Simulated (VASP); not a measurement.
# BaHCl (P4/nmm) in VASP: further runs, part 2 of 3

VASP 6.6.1. The steps go on from the part before.

## (3) Relaxation of shape and atoms at fixed volume, LDA (20.67 Å³/atom)

This run uses another cell than the first one, of 20.67 Å³/atom.

File INCAR:

```
PREC = Accurate
ENCUT = 600
EDIFF = 1E-7
ISMEAR = 0
SIGMA = 0.02
LREAL = False
LASPH = True
NELM = 80
ALGO = Normal
ISIF = 4
LWAVE = False
LCHARG = False
GGA = CA
IBRION = 2
NSW = 50
EDIFFG = -0.01
```

File KPOINTS:

```
Automatic mesh
0
Gamma
  6 6 4
```

File POSCAR:

```
BaHCl
1.0
    4.2437070300      0.0000000000      0.0000000000
    0.0000000000      4.2437070300      0.0000000000
    0.0000000000      0.0000000000      6.8866941667
Ba H Cl
2 2 2
Direct
    0.0000000000      0.5000000000      0.2095357143
    0.5000000000      0.0000000000      0.7904642857
    0.0000000000      0.0000000000      0.0000000000
    0.5000000000      0.5000000000      0.0000000000
    0.0000000000      0.5000000000      0.6582631055
    0.5000000000      0.0000000000      0.3417368945
```

Potentials or basis: VASP PAW LDA potentials, release 64 (Ba_sv, H, Cl).

On the command line:

```
cat potpaw_LDA.64/Ba_sv/POTCAR potpaw_LDA.64/H/POTCAR potpaw_LDA.64/Cl/POTCAR > POTCAR
mpirun -np 1 vasp_std > vasp.out
```

Run time: 5.5 min. Hardware: 1 thread of Intel Xeon 8259CL, shared host; peak memory 0.27 GiB.

It converged, with:

| Property | Result |
| --- | --- |
| Free energy | -25.7577 eV |
| Energy gained by relaxing | 0.1 meV/atom |
| Ionic steps | 6 |
| Pressure after relaxing | 2.2 GPa |
| Largest force after relaxing | 0.007 eV/Å |
| Band gap on the k mesh | 2.59 eV |

Forces in eV/Å, atoms in the order of the input:
```
Ba   0.000  0.000  0.001
Ba   0.000  0.000 -0.001
H    0.000  0.000  0.000
H    0.000  0.000  0.000
Cl   0.000  0.000  0.007
Cl   0.000  0.000 -0.007
```

The path:
```csv
step,energy change (eV),largest force (eV/Å),pressure (GPa),volume (Å³)
1,0.0000,0.0133,2.27,124.02
2,-0.0001,0.0045,2.26,124.02
3,-0.0002,0.0140,2.25,124.02
4,-0.0002,0.0116,2.26,124.02
5,-0.0003,0.0107,2.25,124.02
6,-0.0003,0.0073,2.24,124.02
```

Final structure:
```yaml
crystal:
  lattice:
    - [4.25111, 0.00000, 0.00000]
    - [0.00000, 4.25111, 0.00000]
    - [0.00000, 0.00000, 6.86272]
  atoms:
    - { symbol: Ba, position: [0.00000, 0.50000, 0.20949] }
    - { symbol: Ba, position: [0.50000, 0.00000, 0.79051] }
    - { symbol: H, position: [0.00000, 0.00000, 0.00000] }
    - { symbol: H, position: [0.50000, 0.50000, 0.00000] }
    - { symbol: Cl, position: [0.00000, 0.50000, 0.65860] }
    - { symbol: Cl, position: [0.50000, 0.00000, 0.34140] }
```

Levels at points of the mesh, in eV from the valence-band top:
```
           k point  band 16  band 17  band 18  band 19  band 20  band 21
(0.00, 0.00, 0.00)    -2.24    -1.04    -1.00     3.27     4.21     4.54
(0.50, 0.00, 0.00)    -2.60    -0.57    -0.57     4.47     4.47     4.75
(0.50, 0.50, 0.00)    -2.30    -0.60    -0.60     4.06     4.06     6.86
(0.00, 0.00, 0.50)    -2.20    -0.95     0.00     2.59     4.15     4.91
(0.50, 0.00, 0.50)    -2.77    -0.30    -0.30     4.68     4.68     5.53
(0.50, 0.50, 0.50)    -2.28    -0.61    -0.61     5.29     5.29     5.83
```

Caveat: spin-orbit coupling is left out, which moves the levels of the heavy elements.

## (4) Relaxation of cell and atoms, LDA

This run uses another cell than the first one, of 21.31 Å³/atom.

File INCAR:

```
ALGO = Normal
EDIFF = 1E-7
EDIFFG = -0.005
ENCUT = 600
GGA = CA
IBRION = 2
ISIF = 3
ISMEAR = 0
LASPH = T
LCHARG = F
LREAL = F
LWAVE = F
NELM = 100
NSW = 100
PREC = Accurate
SIGMA = 0.02
```

File KPOINTS:

```
k-points
0
Gamma
  6 6 4
```

Changes to POSCAR since step 3:

```diff
@@ -2,5 +2,5 @@
 1.0
-    4.2437070300      0.0000000000      0.0000000000
-    0.0000000000      4.2437070300      0.0000000000
-    0.0000000000      0.0000000000      6.8866941667
+    4.2870131540      0.0000000000      0.0000000000
+    0.0000000000      4.2870131540      0.0000000000
+    0.0000000000      0.0000000000      6.9569714100
 Ba H Cl
```

Potentials or basis: VASP PAW LDA potentials, release 64 (Ba_sv, H, Cl).

On the command line:

```
cat potpaw_LDA.64/Ba_sv/POTCAR potpaw_LDA.64/H/POTCAR potpaw_LDA.64/Cl/POTCAR > POTCAR
mpirun -np 1 vasp_std > vasp.out
```

OUTCAR:

```text
EDIFF = 1E-7
   EDIFFG = -0.005
   ENCUT = 600
   GGA = CA
   IBRION = 2
   ISIF = 3
   ISMEAR = 0
   LASPH = T
   LREAL = F
   NELM = 100
   NSW = 100
   PREC = Accurate

 ion  position               nearest neighbor table
   1  0.000  0.500  0.210-   3 2.59   4 2.59   3 2.59   4 2.59   5 3.12   6 3.17   6 3.17   6 3.17
                             6 3.17   2 4.21   2 4.21   2 4.21   2 4.21
   2  0.500  0.000  0.790-   3 2.59   4 2.59   4 2.59   3 2.59   6 3.12   5 3.17   5 3.17   5 3.17
                             5 3.17   1 4.21   1 4.21   1 4.21   1 4.21
   3  0.000  0.000  0.000-   1 2.59   2 2.59   1 2.59   2 2.59
   4  0.500  0.500  0.000-   1 2.59   2 2.59   2 2.59   1 2.59
   5  0.000  0.500  0.658-   1 3.12   2 3.17   2 3.17   2 3.17   2 3.17
   6  0.500  0.000  0.342-   2 3.12   1 3.17   1 3.17   1 3.17   1 3.17

  LATTYP: Found a simple tetragonal cell.
 ALAT       =     4.2870131540
 C/A-ratio  =     1.6228015077

  Lattice vectors:

[... 479 lines left out ...]

 E-fermi :   1.3940     XC(G=0):  -9.3496

 val. band max:        1.2256336575   @ k =   0.0000   0.0000   0.5000
 cond. band min:       4.0144699846   @ k =   0.0000   0.0000   0.5000
 fundamental gap:      2.7888363271
 Fermi energy:         1.3940016876

 k-point     1 :       0.0000    0.0000    0.0000
  band No.  band energies     occupation
      1     -24.5400      2.00000
      2     -24.4665      2.00000
      3     -13.2682      2.00000
      4     -12.8942      2.00000
      5      -9.9947      2.00000
      6      -9.7666      2.00000
[... 589 lines left out ...]
     21       6.7942      0.00000
     22       6.7942      0.00000

 [... further k-points ...]

------------------------ aborting loop because EDIFF is reached ----------------------------------------

  FORCE on cell =-STRESS in cart. coord.  units (eV):
  Direction    XX          YY          ZZ          XY          YZ          ZX
  --------------------------------------------------------------------------------------
  -------------------------------------------------------------------------------------
  Total        0.0037722      0.0037722     -0.0076003      0.0000000      0.0000000      0.0000000
  in kB        0.0464418      0.0464418     -0.0935706      0.0000000      0.0000000      0.0000000
  external PRESSURE =      -0.0002290 kB  Pullay stress =       0.0000000 kB
[... 21 lines left out ...]
  FREE ENERGIE OF THE ION-ELECTRON SYSTEM (eV)
  ---------------------------------------------------
  free  energy   TOTEN  =       -25.7990506254 eV

  energy  without entropy=      -25.7990506254  energy(sigma->0) =      -25.79905063

 reached required accuracy - stopping structural energy minimisation
```

OSZICAR:

```text
N       E                     dE             d eps       ncg     rms          rms(c)
DAV:   1     0.261879905616E+03    0.26188E+03   -0.17491E+04  1320   0.160E+03
DAV:   2    -0.980096136405E+01   -0.27168E+03   -0.26604E+03  2040   0.274E+02
[... 65 lines left out ...]
DAV:   2    -0.257990604183E+02   -0.73314E-04   -0.90471E-04  1464   0.175E-01    0.243E-02
DAV:   3    -0.257990543921E+02    0.60262E-05   -0.16525E-05  1874   0.242E-02    0.158E-02
DAV:   4    -0.257990506029E+02    0.37892E-05   -0.22857E-05  1660   0.250E-02    0.686E-03
DAV:   5    -0.257990507508E+02   -0.14791E-06   -0.31032E-06  1524   0.906E-03    0.245E-03
DAV:   6    -0.257990506448E+02    0.10606E-06   -0.17103E-07   958   0.250E-03    0.165E-03
DAV:   7    -0.257990506254E+02    0.19349E-07   -0.41202E-07  1062   0.308E-03
   8 F= -.25799051E+02 E0= -.25799051E+02  d E =-.416817E-04
```

CONTCAR:

```text
BaHCl
   1.00000000000000
     4.3033718727314803    0.0000000000000000    0.0000000000000000
     0.0000000000000000    4.3033718727314803    0.0000000000000000
    -0.0000000000000000    0.0000000000000000    7.0272082198615005
  Ba              H               Cl
     2     2     2
Direct
     0.0000000000000000    0.5000000000000000    0.2100537038151718
     0.5000000000000000    0.0000000000000000    0.7899462961848283
     1.0000000000000000    0.0000000000000000    0.0000000000000000
     0.5000000000000000    0.5000000000000000    0.0000000000000000
     0.0000000000000000    0.5000000000000000    0.6567709335140490
     0.5000000000000000    0.0000000000000000    0.3432290664859512

  0.00000000E+00  0.00000000E+00  0.00000000E+00
  0.00000000E+00  0.00000000E+00  0.00000000E+00
  0.00000000E+00  0.00000000E+00  0.00000000E+00
  0.00000000E+00  0.00000000E+00  0.00000000E+00
  0.00000000E+00  0.00000000E+00  0.00000000E+00
  0.00000000E+00  0.00000000E+00  0.00000000E+00
```

It took 7.7 min on 1 thread of Intel Xeon 8259CL, shared host; peak memory 0.29 GiB.

Results:

- Free energy: -25.7991 eV
- Relaxed volume: 21.69 Å³/atom
- Relaxed cell: a = 4.303 Å, b = 4.303 Å, c = 7.027 Å, α = 90.00°, β = 90.00°, γ = 90.00°
- Space group after relaxing (to 0.1 Å): P4/nmm (No. 129)
- Energy gained by relaxing: 0.9 meV/atom
- Ionic steps: 8
- Pressure after relaxing: 0.0 GPa
- Largest force after relaxing: 0.004 eV/Å
- Band gap on the k mesh: 2.79 eV

Forces on the atoms (eV/Å):
```
Ba   0.000  0.000 -0.001
Ba   0.000  0.000  0.001
H    0.000  0.000  0.000
H    0.000  0.000  0.000
Cl   0.000  0.000 -0.004
Cl   0.000  0.000  0.004
```

The path:
| step | energy change (eV) | largest force (eV/Å) | pressure (GPa) | volume (Å³) |
| --- | --- | --- | --- | --- |
| 1 | 0.0000 | 0.0137 | 0.76 | 127.86 |
| 2 | -0.0051 | 0.0160 | 0.10 | 129.74 |
| 3 | -0.0052 | 0.0164 | 0.00 | 130.06 |
| 4 | -0.0052 | 0.0159 | 0.00 | 130.07 |
| 5 | -0.0054 | 0.0141 | 0.00 | 130.10 |
| 6 | -0.0055 | 0.0107 | 0.00 | 130.15 |
| 7 | -0.0055 | 0.0111 | 0.00 | 130.14 |
| 8 | -0.0055 | 0.0037 | 0.00 | 130.14 |

Final structure:
```yaml
crystal:
  lattice:
    - [4.30337, 0.00000, 0.00000]
    - [0.00000, 4.30337, 0.00000]
    - [0.00000, 0.00000, 7.02721]
  atoms:
    - { symbol: Ba, position: [0.00000, 0.50000, 0.21005] }
    - { symbol: Ba, position: [0.50000, 0.00000, 0.78995] }
    - { symbol: H, position: [0.00000, 0.00000, 0.00000] }
    - { symbol: H, position: [0.50000, 0.50000, 0.00000] }
    - { symbol: Cl, position: [0.00000, 0.50000, 0.65677] }
    - { symbol: Cl, position: [0.50000, 0.00000, 0.34323] }
```

Levels at points of the mesh, in eV from the valence-band top:
```csv
k point,band 14,band 15,band 16,band 17,band 18,band 19,band 20,band 21,band 22
"(0.00, 0.00, 0.00)",-2.31,-2.06,-2.06,-0.99,-0.72,3.41,4.22,4.67,4.67
"(0.50, 0.00, 0.00)",-2.78,-2.41,-2.41,-0.45,-0.45,4.52,4.52,4.87,4.87
"(0.50, 0.50, 0.00)",-2.58,-2.15,-2.15,-0.48,-0.48,4.06,4.06,6.91,6.91
"(0.00, 0.00, 0.50)",-2.65,-2.03,-2.03,-0.67,0.00,2.79,4.09,4.99,4.99
"(0.50, 0.00, 0.50)",-2.79,-2.52,-2.52,-0.22,-0.22,4.70,4.70,5.57,5.57
"(0.50, 0.50, 0.50)",-2.90,-2.13,-2.13,-0.48,-0.48,5.19,5.19,5.91,5.91
```

Caveat: spin-orbit coupling is left out, which moves the levels of the heavy elements. A k mesh can miss the band edges.

(Part 2 of 3 ends here.)
